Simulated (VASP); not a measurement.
## NaS7: single point with PBE

NaS7:

```
Na S
1.0
     0.00000    4.48352    4.48352
     4.48352    0.00000    4.48352
     4.48352    4.48352    0.00000
Na S
1 7
Direct
  0.50000 0.50000 0.50000
  0.50000 0.00000 0.00000
  0.00000 0.50000 0.50000
  0.00000 0.50000 0.00000
  0.50000 0.00000 0.50000
  0.00000 0.00000 0.50000
  0.50000 0.50000 0.00000
  0.00000 0.00000 0.00000
```

The cell was generated, and may not be a known phase.

```
Program             : VASP 6.6.1
Task                : single point
Functional          : PBE
Potentials or basis : VASP PAW PBE potentials, release 64 (Na_pv, S)
Cutoff              : 520 eV
k mesh              : 4 × 4 × 4
Occupations         : gaussian, width 0.1 eV
Spin                : no spin polarisation
```

The pressure is -10.4 GPa. The band gap on the k mesh is zero (an odd number of electrons rules out a gap without spin polarisation).

Levels at points of the mesh, in eV from the Fermi level:
| k point | band 20 | band 21 | band 22 | band 23 | band 24 | band 25 | band 26 | band 27 | band 28 | band 29 |
| --- | --- | --- | --- | --- | --- | --- | --- | --- | --- | --- |
| (0.00, 0.00, 0.00) | -0.60 | -0.03 | -0.03 | -0.03 | 0.96 | 0.96 | 0.98 | 0.98 | 0.98 | 1.53 |
| (0.50, 0.00, 0.00) | -1.27 | -1.27 | -1.22 | -1.22 | 0.07 | 0.11 | 0.12 | 0.12 | 0.79 | 0.79 |
| (0.50, 0.50, 0.00) | -1.54 | -1.50 | -1.50 | -1.39 | -1.32 | -1.32 | 0.40 | 0.40 | 0.66 | 0.66 |

It took 74 s on 1 thread of AMD EPYC 7R13 Processor (Zen 3), with other jobs on the host, peak memory 0.29 GiB.

Caveat: the cell stands under tension.
